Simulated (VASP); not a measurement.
GaSb4:

```
Ga Sb
1.0
     5.33271    0.00000    0.00000
     0.00000    5.33271    0.00000
     0.00000    0.00000    5.33271
Ga Sb
1 4
Direct
  0.00000 0.00000 0.00000
  0.25000 0.25000 0.25000
  0.75000 0.75000 0.25000
  0.25000 0.75000 0.75000
  0.75000 0.25000 0.75000
```

The cell was built from a structure type or drawn by symmetry, and may not be a known phase.

| Quantity | Value |
| --- | --- |
| Program | VASP 6.6.1 |
| Task | relaxation of cell and atoms |
| Functional | PBE |
| Potentials or basis | VASP PAW PBE potentials, release 64 (Ga_d, Sb) |
| Cutoff | 600 eV |
| k mesh | 4 × 4 × 4 |
| Occupations | gaussian, width 0.1 eV |
| Spin | no spin polarisation |

At the start: pressure 9.0 GPa; volume 30.33 Å³/atom.

Problem. How do energy, volume and symmetry change on relaxing?

Solution. Over 13 steps the energy falls by 553.9 meV/atom and the volume is 30.80 Å³/atom (+1.6 %); space group P-43m (No. 215, to 0.1 Å) before and after.

Step by step:
| step | energy change (eV) | largest force (eV/Å) | pressure (GPa) | volume (Å³) |
| --- | --- | --- | --- | --- |
| 1 | 0.0000 | 3.8781 | 8.98 | 151.65 |
| 2 | -1.2788 | 0.4776 | -5.27 | 192.13 |
| 3 | -1.4731 | 0.9806 | -2.84 | 178.26 |
| 4 | -1.9020 | 1.0680 | -2.30 | 167.49 |
| 5 | -2.5382 | 0.3169 | 4.23 | 137.82 |
| 6 | -2.5494 | 0.7977 | 1.45 | 145.15 |
| 7 | -2.5702 | 0.6167 | 2.54 | 141.83 |
| 8 | -2.7195 | 0.2092 | 2.25 | 146.34 |
| 9 | -2.7201 | 0.1403 | 2.21 | 146.03 |
| 10 | -2.7404 | 0.2557 | -1.42 | 158.39 |
| 11 | -2.7666 | 0.0999 | 0.03 | 152.92 |
| 12 | -2.7686 | 0.0597 | 0.02 | 153.37 |
| 13 | -2.7697 | 0.0004 | 0.01 | 154.02 |

Final structure:
```
Ga Sb
1.0
     5.36035    0.00000    0.00000
     0.00000    5.36035    0.00000
     0.00000    0.00000    5.36035
Ga Sb
1 4
Direct
  0.00000 0.00000 0.00000
  0.29907 0.29907 0.29907
  0.70093 0.70093 0.29907
  0.29907 0.70093 0.70093
  0.70093 0.29907 0.70093
```
